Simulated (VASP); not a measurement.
Set up this calculation in VASP 6.6.1, as the native input.

```
Task                   : electric field gradients
Functional             : PBEsol
Potentials or basis    : VASP PAW PBE potentials, release 64 (Sc_sv)
Cutoff                 : 520 eV
k mesh                 : 12 × 12 × 12
Occupations            : fermi-dirac, width 0.03 eV
Spin                   : no spin polarisation
Dipole correction      : no
Further INCAR settings : ALGO = Normal; EDIFF = 1e-08; NBANDS = 12
```

The structure of Sc lies in POSCAR:

```
Sc
1.0
    0.0000000000      2.2629062978      2.2629062978
    2.2629062978      0.0000000000      2.2629062978
    2.2629062978      2.2629062978      0.0000000000
Sc
1
Direct
    0.0000000000      0.0000000000      0.0000000000
```

This cell differs from its parent crystal: volume scaled by 0.99.

These files were run (other wordings do the same):

INCAR

```
SYSTEM = Sc
ALGO = Normal
EDIFF = 1E-8
ENCUT = 520
GGA = PS
ISIF = 2
ISMEAR = -1
LASPH = .True.
LCHARG = .False.
LEFG = .True.
LREAL = .False.
LWAVE = .False.
NBANDS = 12
NELM = 60
PREC = Accurate
SIGMA = 0.03
```

KPOINTS

```
k-points
0
Gamma
  12 12 12
  0 0 0
```

Potentials or basis: VASP PAW PBE potentials, release 64 (Sc_sv).

Launch:

```console
$ cat potpaw_PBE.64/Sc_sv/POTCAR > POTCAR
$ mpirun -np 1 vasp_std > vasp.out
```

It gave:

```yaml
Pressure: 1.0 GPa
```

Caveat: without QUAD_EFG the Cq values of the log hold for a quadrupole moment of 1 mb, not for the nuclei; the PAW data sets were made with another functional, which shifts forces and pressure a little.

Wall time 13 s on 1 thread of Intel(R) Xeon(R) Platinum 8488C (Sapphire Rapids) (shared host), peak memory 0.14 GiB.
